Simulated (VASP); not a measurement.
# HgTe (wurtzite type) (P6_3mc) in VASP: notebook

The runs below take HgTe (wurtzite type) through single point, with PBE.

Program: VASP 6.6.1. These are calculated values, not measurements. Logs are shortened: lines on timing, memory, paths and dates and some standing lists are left out, and cuts for length are marked.

## 1. The cell of the first run

Symmetry: P6_3mc, No. 186, hexagonal system. The conventional cell has a = 3.144 Å, b = 3.144 Å, c = 11.004 Å, α = 90.00°, β = 90.00°, γ = 120.00°. Hg (site symmetry 3m) has 4 Te at 2.86 to 3.21 Å and 6 Hg at 3.14 Å within 3.8 Å. Te (site symmetry 3m) has 4 Hg at 2.86 to 3.21 Å and 6 Te at 3.14 Å within 3.8 Å.

## 2. Single point, PBE (volume scaled by 0.64)

Input file INCAR:

```
  PREC = Accurate
  ENCUT = 520
  EDIFF = 1E-6
  ISMEAR = -1
  SIGMA = 0.05
  LREAL = F
  LASPH = T
  NELM = 100
  ALGO = Normal
  ISIF = 2
  LWAVE = F
  LCHARG = F
  GGA = PE
  NBANDS = 26
```

Input file KPOINTS:

```
Automatic mesh
0
Gamma
  8 8 5
```

Input file POSCAR:

```
HgTe
1.0
    3.1443609641      0.0000000000      0.0000000000
   -1.5721804821      2.7230964736      0.0000000000
    0.0000000000      0.0000000000     11.0039435467
Hg Te
2 2
Direct
    0.3333333333      0.6666666667      0.0582483075
    0.6666666667      0.3333333333      0.5582483075
    0.3333333333      0.6666666667      0.3177516925
    0.6666666667      0.3333333333      0.8177516925
```

Potentials or basis: VASP PAW PBE potentials, release 64 (Hg, Te).

Launch:

```console
> cat potpaw_PBE.64/Hg/POTCAR potpaw_PBE.64/Te/POTCAR > POTCAR
> mpirun -np 1 vasp_std > vasp.out
```

OUTCAR:

```text
PREC = Accurate
   ENCUT = 520
   EDIFF = 1E-6
   ISMEAR = -1
   LREAL = F
   LASPH = T
   NELM = 100
   ISIF = 2
   GGA = PE

 ion  position               nearest neighbor table
   1  0.333  0.667  0.058-   3 2.86   4 3.21   4 3.21   4 3.21
   2  0.667  0.333  0.558-   4 2.86   3 3.21   3 3.21   3 3.21
   3  0.333  0.667  0.318-   1 2.86   2 3.21   2 3.21   2 3.21
   4  0.667  0.333  0.818-   2 2.86   1 3.21   1 3.21   1 3.21

  LATTYP: Found a hexagonal cell.
 ALAT       =     3.1443609641
 C/A-ratio  =     3.4995802557

  Lattice vectors:

 A1 = (   3.1443609641,   0.0000000000,   0.0000000000)
 A2 = (  -1.5721804821,   2.7230964736,   0.0000000000)
 A3 = (   0.0000000000,   0.0000000000,  11.0039435467)

Analysis of symmetry for initial positions (statically):
=====================================================================
 Subroutine PRICEL returns:
 Original cell was already a primitive cell.

 Routine SETGRP: Setting up the symmetry group for a
 hexagonal supercell.

 Subroutine GETGRP returns: Found 12 space group operations
 (whereof  6 operations were pure point group operations)
 out of a pool of 24 trial point group operations.

The static configuration has the point symmetry C_3v.
 The point group associated with its full space group is C_6v.

Analysis of symmetry for dynamics (positions and initial velocities):
=====================================================================
 Subroutine PRICEL returns:
 Original cell was already a primitive cell.

 Routine SETGRP: Setting up the symmetry group for a
 hexagonal supercell.

 Subroutine GETGRP returns: Found 12 space group operations
 (whereof  6 operations were pure point group operations)
 out of a pool of 24 trial point group operations.

The dynamic configuration has the point symmetry C_3v.
 The point group associated with its full space group is C_6v.

 Subroutine INISYM returns: Found 12 space group operations
 (whereof  6 operations are pure point group operations),
 and found     1 'primitive' translations

----------------------------------------------------------------------------------------

                                     Primitive cell

  volume of cell :      94.2201

  direct lattice vectors                    reciprocal lattice vectors
     3.144360964  0.000000000  0.000000000     0.318029645  0.183614501  0.000000000
    -1.572180482  2.723096474  0.000000000     0.000000000  0.367229002  0.000000000
     0.000000000  0.000000000 11.003943547     0.000000000  0.000000000  0.090876511

  length of vectors
     3.144360964  3.144360964 11.003943547     0.367229002  0.367229002  0.090876511

  position of ions in fractional coordinates (direct lattice)
     0.333333333  0.666666667  0.058248308
     0.666666667  0.333333333  0.558248308
     0.333333333  0.666666667  0.317751693
     0.666666667  0.333333333  0.817751693

  ion indices of the primitive-cell ions
   primitive index   ion index
                 1           1
                 2           2
                 3           3
                 4           4

----------------------------------------------------------------------------------------

 KPOINTS: Automatic mesh

Automatic generation of k-mesh.
 Grid dimensions read from file:
 generate k-points for:    8    8    5

 Generating k-lattice:

  Cartesian coordinates                     Fractional coordinates (reciprocal lattice)
     0.039753706  0.022951813  0.000000000     0.125000000 -0.000000000  0.000000000
     0.000000000  0.045903625  0.000000000     0.000000000  0.125000000  0.000000000
     0.000000000  0.000000000  0.018175302     0.000000000  0.000000000  0.200000000

  Length of vectors
     0.045903625  0.045903625  0.018175302

  Shift w.r.t. Gamma in fractional coordinates (k-lattice)
     0.000000000  0.000000000  0.000000000

 Subroutine IBZKPT returns following result:
 ===========================================

 Found     30 irreducible k-points:

 Following reciprocal coordinates:
            Coordinates               Weight
  0.000000  0.000000  0.000000      1.000000
  0.125000  0.000000  0.000000      6.000000
  0.250000  0.000000  0.000000      6.000000
  0.375000  0.000000  0.000000      6.000000
  0.500000  0.000000  0.000000      3.000000
  0.125000  0.125000  0.000000      6.000000
[... 16 lines left out ...]
  0.250000  0.000000  0.400000     12.000000
  0.375000  0.000000  0.400000     12.000000
 [... further k-points ...]
   k-points           NKPTS =     30   k-points in BZ     NKDIM =     30   number of bands    NBANDS=     26
   number of dos      NEDOS =    301   number of ions     NIONS =      4
   total plane-waves  NPLWV =  48384
   dimension x,y,z NGX =    24 NGY =   24 NGZ =   84
   dimension x,y,z NGXF=    48 NGYF=   48 NGZF=  168
   ions per type =               2   2
   NGX,Y,Z   is equivalent  to a cutoff of  12.69, 12.69, 12.69 a.u.
   NGXF,Y,Z  is equivalent  to a cutoff of  25.38, 25.38, 25.38 a.u.
 SYSTEM =  unknown system
   PREC   = accura    normal or accurate (medium, high low for compatibility)
   ISTART =      0    job   : 0-new  1-cont  2-samecut
   ICHARG =      2    charge: 1-file 2-atom 10-const
   ISPIN  =      1    spin polarized calculation?
   LNONCOLLINEAR =      F non collinear calculations
   LSORBIT =      F    spin-orbit coupling
   LASPH  =      T    aspherical Exc in radial PAW
   ENCUT  =  520.0 eV  38.22 Ry    6.18 a.u.   5.85  5.85 20.46*2*pi/ulx,y,z
   NELM   =    100;   NELMIN=  2; NELMDL= -5     # of ELM steps
   EDIFF  = 0.1E-05   stopping-criterion for ELM
   LREAL  =      F    real-space projection
   EDIFFG = 0.1E-04   stopping-criterion for IOM
   NSW    =      0    number of steps for IOM
   IBRION =     -1    ionic relax: 0-MD 1-quasi-New 2-CG
   NFREE  =      0    steps in history (QN), initial steepest desc. (CG)
   ISIF   =      2    stress and relaxation
   ISYM   =      2    0-nonsym 1-usesym 2-fastsym
   POTIM  = 0.5000    time-step for ionic-motion
   TEBEG  =    0.0;   TEEND  =   0.0 temperature during run
   PSTRESS=    0.0 pullay stress
   NELECT =      36.0000    total number of electrons
   NUPDOWN=      -1.0000    fix difference up-down
   EMIN   =  10.00;   EMAX   =-10.00  energy-range for DOS
   EFERMI =   0.00;   METHOD = LEGACY
   ISMEAR =    -1;   SIGMA  =   0.05  broadening in eV -4-tet -1-fermi 0-gaus
   EFERMI_NEDOS =   21; number of points for ismear=-14 and -15
   IALGO  =     38    algorithm
   IMIX   =      4    mixing-type and parameters
     AMIX     =   0.40;   BMIX     =  1.00
     AMIX_MAG =   1.60;   BMIX_MAG =  1.00
  volume/ion in A,a.u.               =      23.56       158.96
  Fermi-wavevector in a.u.,A,eV,Ry     =   1.187940  2.244881 19.200552  1.411201
  Thomas-Fermi vector in A             =   2.324080
   LORBIT       =      0    0 simple, 1 ext, 2 COOP (PROOUT), +10 PAW based schemes
   GGA     = PE    functional components
[... 5 lines left out ...]
 non-spin polarized calculation
  energy-cutoff  :      520.00
  volume of cell :       94.22
 maximum number of plane-waves:      2556
 NGX is ok and might be reduce to    24
   NGX = 11   NGY = 11   NGZ = 41

 number of electron      36.0000002 magnetization

 Free energy of the ion-electron system (eV)
  ---------------------------------------------------
  ext. energy  EPLUGINS =         0.00000000
  ---------------------------------------------------
  free energy    TOTEN  =        -5.15649749 eV

  energy without entropy =       -5.12566136  energy(sigma->0) =       -5.14107942

 E-fermi :   6.8248     XC(G=0): -10.8823

 val. band max:        6.8116217184   @ k =   0.2500   0.1250   0.4000
 cond. band min:       6.8416860315   @ k =   0.3750   0.1250   0.4000
 fundamental gap:      0.0300643131
 Fermi energy:         6.8247995808

 k-point     1 :       0.0000    0.0000    0.0000
  band No.  band energies     occupation
      1      -7.5469      2.00000
      2      -7.3079      2.00000
      3      -2.1220      2.00000
      4      -1.6140      2.00000
      5      -1.2136      2.00000
      6      -0.4629      2.00000
[... 18 lines left out ...]
     25      17.2360      0.00000
     26      17.2426      0.00000

 k-point     2 :       0.1250    0.0000    0.0000
  band No.  band energies     occupation
      1      -7.2461      2.00000
      2      -7.0122      2.00000
      3      -1.7587      2.00000
      4      -1.3614      2.00000
      5      -1.1141      2.00000
      6      -0.5252      2.00000
[... 18 lines left out ...]
     25      16.5996      0.00000
     26      17.6141      0.00000

 k-point     3 :       0.2500    0.0000    0.0000
  band No.  band energies     occupation
      1      -6.3690      2.00000
      2      -6.1494      2.00000
      3      -1.1606      2.00000
      4      -1.1039      2.00000
      5      -0.9429      2.00000
      6      -0.6056      2.00000
[... 18 lines left out ...]
     25      14.5285      0.00000
     26      14.7630      0.00000

 k-point     4 :       0.3750    0.0000    0.0000
  band No.  band energies     occupation
      1      -5.0617      2.00000
      2      -4.8638      2.00000
      3      -1.2801      2.00000
      4      -1.2511      2.00000
      5      -0.9369      2.00000
      6      -0.8271      2.00000
[... 18 lines left out ...]
     25      13.0681      0.00000
     26      13.5167      0.00000
[... 496 lines left out ...]
      1      -7.1705      2.00000
      2      -7.0985      2.00000
      3      -1.5047      2.00000
      4      -1.4055      2.00000
      5      -0.8772      2.00000
      6      -0.5529      2.00000
[... 18 lines left out ...]
     25      16.6248      0.00000
     26      16.9650      0.00000

 k-point    23 :       0.2500    0.0000    0.4000
  band No.  band energies     occupation
      1      -6.2978      2.00000
      2      -6.2301      2.00000
      3      -1.1204      2.00000
      4      -1.1098      2.00000
      5      -0.7655      2.00000
      6      -0.6603      2.00000
[... 18 lines left out ...]
     25      13.9483      0.00000
     26      14.5198      0.00000

 k-point    24 :       0.3750    0.0000    0.4000
  band No.  band energies     occupation
      1      -4.9975      2.00000
      2      -4.9365      2.00000
      3      -1.2661      2.00000
      4      -1.2580      2.00000
      5      -0.8711      2.00000
      6      -0.8064      2.00000
[... 18 lines left out ...]
     25      13.0708      0.00000
     26      13.6580      0.00000

 [... further k-points ...]

------------------------ aborting loop because EDIFF is reached ----------------------------------------

  FORCE on cell =-STRESS in cart. coord.  units (eV):
  Direction    XX          YY          ZZ          XY          YZ          ZX
  --------------------------------------------------------------------------------------
  -------------------------------------------------------------------------------------
  Total        7.8061736      7.8061736      7.8492737     -0.0000000      0.0000000      0.0000000
  in kB      132.7409778    132.7409778    133.4738772     -0.0000000      0.0000000      0.0000000
  external PRESSURE =     132.9852776 kB  Pullay stress =       0.0000000 kB

 VOLUME and BASIS-vectors are now :
 -----------------------------------------------------------------------------
  energy-cutoff  :      520.00
  volume of cell :       94.22
      direct lattice vectors                 reciprocal lattice vectors
     3.144360964  0.000000000  0.000000000     0.318029645  0.183614501  0.000000000
    -1.572180482  2.723096474  0.000000000     0.000000000  0.367229002  0.000000000
     0.000000000  0.000000000 11.003943547     0.000000000  0.000000000  0.090876511

 POSITION                                       TOTAL-FORCE (eV/Angst)
 -----------------------------------------------------------------------------------
     -0.00000      1.81540      0.64096        -0.000000     -0.000000     -0.001769
      1.57218      0.90770      6.14293         0.000000      0.000000     -0.001769
     -0.00000      1.81540      3.49652         0.000000     -0.000000      0.001769
      1.57218      0.90770      8.99849        -0.000000      0.000000      0.001769
 -----------------------------------------------------------------------------------
    total drift:                               -0.000000      0.000000      0.000423

  FREE ENERGIE OF THE ION-ELECTRON SYSTEM (eV)
  ---------------------------------------------------
  free  energy   TOTEN  =        -5.1564974919 eV

  energy  without entropy=       -5.1256613551  energy(sigma->0) =       -5.14107942
```

Wall time 27 s (1 thread of Intel Xeon 6975P-C (Granite Rapids), shared host); peak memory 0.25 GiB.

Results:

```yaml
Free_energy: -5.1565 eV
Pressure: 13.3 GPa
Band_gap_on_the_k_mesh: zero (band 18 reaches 10.80 eV, above the bottom of band 19 at 5.25 eV)
```

Levels at points of the mesh, in eV from the Fermi level:
```csv
k point,band 14,band 15,band 16,band 17,band 18,band 19,band 20,band 21,band 22,band 23
"(0.00, 0.00, 0.00)",-5.66,-5.57,0.40,1.91,3.93,3.93,4.08,4.08,8.16,9.60
"(0.50, 0.00, 0.00)",-5.82,-2.97,-2.70,-0.59,-0.18,-0.06,0.75,1.07,1.66,5.12
```

Caveat: the cell differs from its parent crystal (volume scaled by 0.64); spin-orbit coupling is left out, which moves the levels of the heavy elements.

## 3. Single point, PBE

This run uses another cell than the first one, of 26.50 Å³/atom, 1.125 times its volume.

Input file INCAR:

```
SYSTEM = HgTe
ALGO = Normal ; EDIFF = 1E-6
ENCUT = 520 ; GGA = PE
ISIF = 2 ; ISMEAR = -1
LASPH = .TRUE. ; LCHARG = .TRUE.
LELF = .TRUE. ; LREAL = .FALSE.
LVHAR = .TRUE. ; LWAVE = .FALSE.
NBANDS = 26 ; NELM = 80
PREC = Accurate ; SIGMA = 0.05
```

Input file KPOINTS:

```
k-points
0
G
  8 8 5
  0 0 0
```

Input file POSCAR:

```
HgTe
1.0
    4.0520101247      0.0000000000      0.0000000000
   -2.0260050623      3.5091437044      0.0000000000
    0.0000000000      0.0000000000      7.4546047986
Hg Te
2 2
Direct
    0.3333333333      0.6666666667      0.0168889628
    0.6666666667      0.3333333333      0.5168889628
    0.3333333333      0.6666666667      0.3591110372
    0.6666666667      0.3333333333      0.8591110372
```

Potentials or basis: VASP PAW PBE potentials, release 64 (Hg, Te).

Launch:

```console
> cat potpaw_PBE.64/Hg/POTCAR potpaw_PBE.64/Te/POTCAR > POTCAR
> mpirun -np 1 vasp_std > vasp.out
```

It took 39 s on 1 thread of Intel Xeon 6975P-C (Granite Rapids), shared host; peak memory 0.25 GiB.

The run converged. Its results:

| Quantity | Value |
| --- | --- |
| Free energy | -4.8628 eV |
| Pressure | 24.5 GPa |
| Largest force | 0.010 eV/Å |
| Band gap on the k mesh | zero (filled and empty bands touch) |

Forces in eV/Å, atoms in the order of the input:
```
Hg   0.000  0.000 -0.010
Hg   0.000  0.000 -0.010
Te   0.000  0.000  0.010
Te   0.000  0.000  0.010
```

Levels at points of the mesh, in eV from the Fermi level:
```csv
k point,band 15,band 16,band 17,band 18,band 19,band 20,band 21,band 22
"(0.00, 0.00, 0.00)",-1.44,-1.21,-0.65,-0.01,-0.01,1.66,3.36,4.03
"(0.50, 0.00, 0.00)",-5.20,-3.33,-3.24,-1.32,1.15,1.71,3.01,4.09
```

Caveat: spin-orbit coupling is left out, which moves the levels of the heavy elements.
